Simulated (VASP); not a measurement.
# CuO (P-6m2) in VASP: a series of runs, part 2 of 2

VASP 6.6.1.

**4. Single point, PBE**

This run uses another cell than the first one, of 9.45 Å³/atom, 1.043 times its volume.

INCAR

```
SYSTEM = CuO
ALGO     = Normal         ! electronic algorithm
EDIFF    = 1E-6           ! SCF threshold, eV
ENCUT    = 520            ! plane-wave cutoff, eV
GGA      = PE             ! functional
ISIF     = 2              ! what is computed and relaxed
ISMEAR   = -1             ! smearing method
LASPH    = .TRUE.         ! aspherical terms in the spheres
LCHARG   = .FALSE.        ! write CHGCAR
LREAL    = .FALSE.        ! projectors in reciprocal space
LWAVE    = .FALSE.        ! write WAVECAR
NBANDS   = 16             ! bands
NELM     = 80             ! most SCF steps
PREC     = Accurate       ! precision mode
SIGMA    = 0.05           ! smearing width, eV
```

KPOINTS

```
k-points
0
G
  11 11 10
  0 0 0
```

POSCAR

```
CuO
1.0
    2.8172887974      0.0000000000      0.0000000000
   -1.4086443937      2.4398436697      0.0000000000
    0.0000000000      0.0000000000      2.7495342821
Cu O
1 1
Direct
    0.0000000000      0.0000000000      0.0000000000
    0.6666666667      0.3333333333      0.5000000000
```

Potentials or basis: VASP PAW PBE potentials, release 64 (Cu, O).

The run is started by

```console
cat potpaw_PBE.64/Cu/POTCAR potpaw_PBE.64/O/POTCAR > POTCAR
mpirun -np 1 vasp_std > vasp.out
```

OUTCAR:

```text
SYSTEM = CuO
   EDIFF = 1E-6
   ENCUT = 520
   GGA = PE
   ISIF = 2
   ISMEAR = -1
   LASPH = .TRUE.
   LREAL = .FALSE.
   NELM = 80
   PREC = Accurate

 ion  position               nearest neighbor table
   1  0.000  0.000  0.000-   2 2.13   2 2.13   2 2.13   2 2.13   2 2.13   2 2.13
   2  0.667  0.333  0.500-   1 2.13   1 2.13   1 2.13   1 2.13   1 2.13   1 2.13

  LATTYP: Found a hexagonal cell.
 ALAT       =     2.8172887974
 C/A-ratio  =     0.9759504544

  Lattice vectors:

 A1 = (   2.8172887974,   0.0000000000,   0.0000000000)
 A2 = (  -1.4086443937,   2.4398436697,   0.0000000000)
 A3 = (   0.0000000000,   0.0000000000,   2.7495342821)

Analysis of symmetry for initial positions (statically):
=====================================================================
 Subroutine PRICEL returns:
 Original cell was already a primitive cell.

 Routine SETGRP: Setting up the symmetry group for a
 hexagonal supercell.

 Subroutine GETGRP returns: Found 12 space group operations
[... 158 lines left out ...]
  ---------------------------------------------------
  ext. energy  EPLUGINS =         0.00000000
  ---------------------------------------------------
  free energy    TOTEN  =        -9.14583098 eV

  energy without entropy =       -9.12249138  energy(sigma->0) =       -9.13416118

 E-fermi :   6.0206     XC(G=0): -12.4662

 val. band max:        6.0158509771   @ k =   0.2727   0.1818   0.3000
 cond. band min:       6.0236515867   @ k =   0.2727   0.0000   0.3000
 fundamental gap:      0.0078006096
 Fermi energy:         6.0206353331

 k-point     1 :       0.0000    0.0000    0.0000
  band No.  band energies     occupation
      1     -13.3653      2.00000
      2       2.3605      2.00000
      3       2.3605      2.00000
      4       2.7305      2.00000
      5       3.3498      2.00000
      6       4.2464      2.00000
[... 433 lines left out ...]
      3       2.0046      2.00000
      4       2.5387      2.00000
      5       3.2159      2.00000
      6       4.1099      2.00000
[... 8 lines left out ...]
     15      29.6164      0.00000
     16      31.8006      0.00000

 [... further k-points ...]
[... 5 lines left out ...]
  --------------------------------------------------------------------------------------
  -------------------------------------------------------------------------------------
  Total        0.7595690      0.7595690     -0.3807913      0.0000000     -0.0000000      0.0000000
  in kB       64.3910171     64.3910172    -32.2808592      0.0000001     -0.0000000      0.0000000
  external PRESSURE =      32.1670584 kB  Pullay stress =       0.0000000 kB

 VOLUME and BASIS-vectors are now :
 -----------------------------------------------------------------------------
  energy-cutoff  :      520.00
  volume of cell :       18.90
      direct lattice vectors                 reciprocal lattice vectors
     2.817288797  0.000000000  0.000000000     0.354951186  0.204931162  0.000000000
    -1.408644394  2.439843670  0.000000000     0.000000000  0.409862325  0.000000000
     0.000000000  0.000000000  2.749534282     0.000000000  0.000000000  0.363697957

 POSITION                                       TOTAL-FORCE (eV/Angst)
 -----------------------------------------------------------------------------------
      0.00000      0.00000      0.00000        -0.000000      0.000000      0.000000
      1.40864      0.81328      1.37477         0.000000      0.000000      0.000000
 -----------------------------------------------------------------------------------
    total drift:                                0.000000     -0.000000      0.000000

  FREE ENERGIE OF THE ION-ELECTRON SYSTEM (eV)
  ---------------------------------------------------
  free  energy   TOTEN  =        -9.1458309811 eV

  energy  without entropy=       -9.1224913768  energy(sigma->0) =       -9.13416118
```

stdout:

```text
POSCAR found type information on POSCAR CuO
 POSCAR found :  2 types and       2 ions
 scaLAPACK will be used
 LDA part: xc-table for (Slater+PW92), standard interpolation
 POSCAR, INCAR and KPOINTS ok, starting setup
 FFT: planning ... GRIDC
 FFT: planning ... GRID_SOFT
 FFT: planning ... GRID
 WAVECAR not read
 entering main loop
```

Wall time 16 s (1 thread of AMD EPYC 9R45 (Zen 5), shared host); peak memory 0.12 GiB.

Results:

| Quantity | Value |
| --- | --- |
| Free energy | -9.1458 eV |
| Pressure | 3.2 GPa |

Caveat: an odd number of electrons without spin polarisation forces a metal; a magnetic or distorted state may lie lower; semilocal functionals often make such compounds metallic where correlation or magnetic order opens a gap, which also shifts bond lengths.

**5. Single point, PBE**

This run uses another cell than the first one, of 9.84 Å³/atom, 1.085 times its volume.

INCAR

```
SYSTEM = CuO
  PREC = Accurate
  ENCUT = 520
  EDIFF = 1E-7
  ISMEAR = -1
  SIGMA = 0.05
  LREAL = .FALSE.
  LASPH = .TRUE.
  NELM = 80
  ALGO = Normal
  ISIF = 2
  LWAVE = .FALSE.
  LCHARG = .FALSE.
  GGA = PE
  NBANDS = 16
```

KPOINTS

```
Automatic mesh
0
G
  11 11 10
  0 0 0
```

POSCAR

```
CuO
1.0
    2.8551092674      0.0000000000      0.0000000000
   -1.4275546287      2.4725971575      0.0000000000
    0.0000000000      0.0000000000      2.7864451870
Cu O
1 1
Direct
    0.0000000000      0.0000000000      0.0000000000
    0.6666666667      0.3333333333      0.5000000000
```

The run is started by

```console
cat potpaw_PBE.64/Cu/POTCAR potpaw_PBE.64/O/POTCAR > POTCAR
mpirun -np 1 vasp_std > vasp.out
```

Run time: 20 s. Hardware: 1 thread of AMD EPYC 9R45 (Zen 5), shared host; peak memory 0.12 GiB.

It converged, with:

* Free energy: -9.1464 eV
* Pressure: -3.4 GPa

Stress tensor (GPa, compression positive):
```
  0.21   0.00   0.00
  0.00   0.21   0.00
  0.00   0.00 -10.63
```

Levels at points of the mesh, in eV from the Fermi level:
| k point | band 7 | band 8 | band 9 | band 10 | band 11 | band 12 |
| --- | --- | --- | --- | --- | --- | --- |
| (0.00, 0.00, 0.00) | -1.70 | -0.12 | -0.12 | 1.03 | 15.11 | 16.55 |
| (0.00, 0.00, 0.50) | -1.48 | -0.17 | -0.17 | 7.05 | 7.54 | 20.78 |

Caveat: an odd number of electrons without spin polarisation forces a metal; a magnetic or distorted state may lie lower; semilocal functionals often make such compounds metallic where correlation or magnetic order opens a gap, which also shifts bond lengths. With open d or f shells a metallic result of PBE can be an artefact of self-interaction; +U or a hybrid may open a gap.

**6. Single point, PBE**

This run uses another cell than the first one, of 10.03 Å³/atom, 1.106 times its volume.

INCAR

```
SYSTEM = CuO
ALGO = Normal ; EDIFF = 1E-7
ENCUT = 520 ; GGA = PE
ISIF = 2 ; ISMEAR = -1
LASPH = .TRUE. ; LCHARG = .FALSE.
LREAL = .FALSE. ; LWAVE = .FALSE.
NBANDS = 16 ; NELM = 100
PREC = Accurate ; SIGMA = 0.05
```

KPOINTS

```
k-points
0
G
  11 11 10
  0 0 0
```

POSCAR

```
CuO
1.0
    2.8736494575      0.0000000000      0.0000000000
   -1.4368247237      2.4886534331      0.0000000000
    0.0000000000      0.0000000000      2.8045394939
Cu O
1 1
Direct
    0.0000000000      0.0000000000      0.0000000000
    0.6666666667      0.3333333333      0.5000000000
```

Potentials or basis: VASP PAW PBE potentials, release 64 (Cu, O).

The run is started by

```console
cat potpaw_PBE.64/Cu/POTCAR potpaw_PBE.64/O/POTCAR > POTCAR
mpirun -np 1 vasp_std > vasp.out
```

It took 19 s on 1 thread of AMD EPYC 9R45 (Zen 5), shared host; peak memory 0.13 GiB.

The run converged. Its results:

- Free energy: -9.1353 eV
- Pressure: -6.2 GPa

Stress tensor (GPa, compression positive):
```
 -2.47   0.00   0.00
  0.00  -2.47   0.00
  0.00   0.00 -13.79
```

Levels at points of the mesh, in eV from the Fermi level:
| k point | band 6 | band 7 | band 8 | band 9 | band 10 | band 11 | band 12 | band 13 |
| --- | --- | --- | --- | --- | --- | --- | --- | --- |
| (0.00, 0.00, 0.00) | -1.66 | -1.66 | -0.12 | -0.12 | 0.95 | 15.04 | 16.41 | 16.41 |
| (0.00, 0.00, 0.50) | -2.09 | -1.45 | -0.15 | -0.15 | 6.94 | 7.44 | 20.52 | 20.52 |

Caveat: an odd number of electrons without spin polarisation forces a metal; a magnetic or distorted state may lie lower; semilocal functionals often make such compounds metallic where correlation or magnetic order opens a gap, which also shifts bond lengths. With open d or f shells a metallic result of PBE can be an artefact of self-interaction; +U or a hybrid may open a gap.

**7. The runs side by side**

```csv
cell,gap on the mesh (eV),pressure (GPa)
"a = 2.778, b = 2.778, c = 2.712 Å, angles 90.0, 90.0, 120.0°, 2 atoms",none,11.8
"a = 2.798, b = 2.798, c = 2.731 Å, angles 90.0, 90.0, 120.0°, 2 atoms",none,7.4
"a = 2.817, b = 2.817, c = 2.750 Å, angles 90.0, 90.0, 120.0°, 2 atoms",none,3.2
"a = 2.855, b = 2.855, c = 2.786 Å, angles 90.0, 90.0, 120.0°, 2 atoms",none,-3.4
"a = 2.874, b = 2.874, c = 2.805 Å, angles 90.0, 90.0, 120.0°, 2 atoms",none,-6.2
```

Alike in all rows: task single point; level PBE; potentials or basis VASP PAW PBE potentials, release 64 (Cu, O); no spin polarisation; k mesh 11 × 11 × 10; cutoff (eV) 520; smearing fermi-dirac 0.05 eV.

Caveats: an odd number of electrons without spin polarisation forces a metal; a magnetic or distorted state may lie lower; semilocal functionals often make such compounds metallic where correlation or magnetic order opens a gap, which also shifts bond lengths.

Absolute energies hang on the potentials; compare differences alone.
